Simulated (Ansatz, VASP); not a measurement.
Mg2C3: VASP beside Ansatz

```xyz
5
Lattice="2.3986 -2.3274 0.0029 2.3986 2.3274 0.0029 -1.2126 0.0000 4.8284" Properties=species:S:1:pos:R:3 pbc="T T T"
Mg    3.6401    0.0000    0.9686
Mg   -0.0555    0.0000    3.8656
C     1.1217    0.0000    1.2707
C     2.4628    0.0000    3.5636
C     1.7923    0.0000    2.4171
```

Alike in both runs: functional PBEsol; k mesh 8 × 8 × 6; occupations gaussian, width 0.02 eV; no spin polarisation.

Ansatz relaxed the structure, and its values are those at the end. VASP's run is a single point on that final structure, the one shown.

```csv
,VASP,Ansatz
version,VASP 6.6.1,Ansatz 0.2.0
potentials or method,"VASP PAW PBE potentials, release 64 (Mg, C), cutoff 520 eV","scalar-relativistic, plane waves, PAW"
valence electrons in the cell,16,32
```

|  | VASP | Ansatz | Ansatz less VASP |
| --- | --- | --- | --- |
| gap on the k mesh at the Fermi level (eV) | 1.69 | 1.69 | -0.001 |
| least direct gap on the mesh (eV) | 2.40 | 2.40 | -0.005 |
| pressure (GPa) | 0.0 | 0.0 | +0.01 |
| rms of the force components (eV/Å) | 0.025 | 0.000 | -0.0251 |

VASP's potentials were made for PBE, not for PBEsol. VASP's potentials hold 16 valence electrons a cell and Ansatz's 32, so a difference there can come from the potentials and not from the codes.
